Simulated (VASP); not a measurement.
SiO2: single point with PBE

The system is SiO2.

```
Si O
1.0
     4.40556    0.00000    0.00000
     0.00000    4.40556    0.00000
     0.00000    0.00000    2.69048
Si O
2 4
Direct
  0.50000 0.50000 0.50000
  0.00000 0.00000 0.00000
  0.69302 0.69302 0.00000
  0.19302 0.80698 0.50000
  0.30698 0.30698 0.00000
  0.80698 0.19302 0.50000
```

This cell differs from its parent crystal: strain +0.040 along x and y, +0.000 along z.

```json
{
 "Program": "VASP 6.6.1",
 "Task": "single point",
 "Functional": "PBE",
 "Potentials or basis": "VASP PAW PBE potentials, release 64 (Si, O)",
 "Cutoff": "520 eV",
 "k mesh": "6 × 6 × 8",
 "Occupations": "gaussian, width 0.05 eV",
 "Spin": "no spin polarisation",
 "Dipole correction": "no",
 "Further INCAR settings": "ALGO = Normal; EDIFF = 1e-06; NBANDS = 25"
}
```

The pressure is -17.8 GPa and the largest force is 0.858 eV/Å. The band gap on the k mesh is 3.87 eV, direct.

Forces in eV/Å, atoms in the order of the input:
```
Si   0.000  0.000  0.000
Si   0.000  0.000  0.000
O   -0.606 -0.606  0.000
O   -0.606  0.606  0.000
O    0.606  0.606  0.000
O    0.606 -0.606  0.000
```

Stress tensor (GPa, compression positive):
```
-21.33   0.00   0.00
  0.00 -21.33   0.00
  0.00   0.00 -10.78
```

Levels at points of the mesh, in eV from the valence-band top:
```csv
k point,band 13,band 14,band 15,band 16,band 17,band 18,band 19,band 20
"(0.00, 0.00, 0.00)",-2.23,-0.83,-0.83,0.00,3.87,6.84,8.10,8.10
"(0.50, 0.00, 0.00)",-2.28,-2.28,-1.00,-1.00,6.46,6.46,8.85,8.85
"(0.50, 0.50, 0.00)",-2.28,-2.28,-2.02,-2.02,6.38,6.38,9.50,9.50
"(0.00, 0.00, 0.50)",-2.41,-2.41,-2.29,-2.29,7.55,7.55,10.98,10.98
"(0.50, 0.00, 0.50)",-2.07,-2.07,-1.47,-1.47,7.48,7.48,8.32,8.32
"(0.50, 0.50, 0.50)",-1.64,-1.64,-1.30,-1.30,5.82,5.82,9.91,9.91
```

Wall time 26 s on 1 thread of Intel(R) Xeon(R) 6975P-C (Granite Rapids), with other jobs on the host, peak memory 0.18 GiB.

Caveat: the cell differs from its parent crystal (strain +0.040 along x and y, +0.000 along z). A k mesh can miss the band edges.
